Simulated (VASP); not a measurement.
Runs of VASP 6.6.1 on Fe. The structure is that of space group P6/mmm (No. 191), or close to it. The cells are those of the table. This isn't the form of Fe at room conditions, which is bcc.

| spin | cell | k mesh | smearing | gap on the mesh (eV) | pressure (GPa) | moment (μB) |
| --- | --- | --- | --- | --- | --- | --- |
| collinear, ferromagnetic start | a = 4.222, b = 4.222, c = 2.410 Å, angles 90.0, 90.0, 120.0°, 3 atoms | 11 × 11 × 17 | fermi-dirac 0.05 eV | none | -0.4 | 7.76 |
| off | a = 3.826, b = 3.826, c = 2.405 Å, angles 90.0, 90.0, 120.0°, 3 atoms | 11 × 11 × 14 | fermi-dirac 0.1 eV | none | 11.0 | - |
| off | a = 3.930, b = 3.930, c = 2.470 Å, angles 90.0, 90.0, 120.0°, 3 atoms | 11 × 11 × 14 | fermi-dirac 0.1 eV | none | -9.8 | - |
| off | a = 4.028, b = 4.028, c = 2.532 Å, angles 90.0, 90.0, 120.0°, 3 atoms | 11 × 11 × 14 | fermi-dirac 0.1 eV | none | (b) | - |
| collinear, ferromagnetic start | a = 4.165, b = 4.165, c = 2.377 Å, angles 90.0, 90.0, 120.0°, 3 atoms | 10 × 10 × 15 | fermi-dirac 0.05 eV | none | 5.3 | (a) |
| off | a = 3.879, b = 3.879, c = 2.438 Å, angles 90.0, 90.0, 120.0°, 3 atoms | 11 × 11 × 14 | fermi-dirac 0.1 eV | none | -0.5 | - |
| collinear, ferromagnetic start | a = 4.107, b = 4.107, c = 2.344 Å, angles 90.0, 90.0, 120.0°, 3 atoms | 10 × 10 × 15 | fermi-dirac 0.05 eV | none | 12.4 | 7.17 |
| off | a = 3.717, b = 3.717, c = 2.336 Å, angles 90.0, 90.0, 120.0°, 3 atoms | 11 × 11 × 14 | fermi-dirac 0.1 eV | none | 43.4 | - |

Alike in all rows: task single point; level revPBE; potentials or basis VASP PAW PBE potentials, release 64 (Fe); cutoff (eV) 520.

Q: Fill in the values left out.

A: (a) 7.50; (b) -22.6.

Caveats: the PAW data sets were made with another functional, which shifts forces and pressure a little; the cell stands under pressure (at least some runs); the cell stands under tension (at least some runs).

A gap of «none» marks levels without a gap at the run's occupations.
